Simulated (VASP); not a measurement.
Sr3Br2, 5 atoms in the cell. The structure is trigonal, space group P-3m1 (No. 164). Conventional cell: a = 4.462 Å, b = 4.462 Å, c = 14.574 Å, α = 90.00°, β = 90.00°, γ = 120.00°. Within 4.0 Å of Sr (site symmetry -3m) lie 6 Br at 3.07 Å. Sr (site symmetry 3m) has 9 Sr at 4.14 to 4.46 Å and 3 Br at 4.76 Å within 5.4 Å. Br (site symmetry 3m) has 3 Sr at 3.07 Å within 4.0 Å. 

| Item | Value |
| --- | --- |
| Program | VASP 6.6.1 |
| Task | single point |
| Functional | PBE |
| Potentials or basis | VASP PAW PBE potentials, release 64 (Sr_sv, Br) |
| Cutoff | 520 eV |
| k mesh | 12 × 12 × 4 |
| Occupations | gaussian, width 0.1 eV |
| Spin | no spin polarisation |
| Dipole correction | no |
| Further INCAR settings | ALGO = Normal; EDIFF = 1e-07; NBANDS = 30 |

Potentials or basis: VASP PAW PBE potentials, release 64 (Sr_sv, Br).

Launch:

```console
$ cat potpaw_PBE.64/Sr_sv/POTCAR potpaw_PBE.64/Br/POTCAR > POTCAR
$ mpirun -np 1 vasp_std > vasp.out
```

Hardware: 1 thread of AMD EPYC 9R45 96-Core Processor (Zen 5) (shared host).

Estimate the wall time of this run.

Wall time 5 min on 1 thread of AMD EPYC 9R45 96-Core Processor (Zen 5), with other jobs on the host, peak memory 0.63 GiB. Counts: scf iterations 16, k points 69.
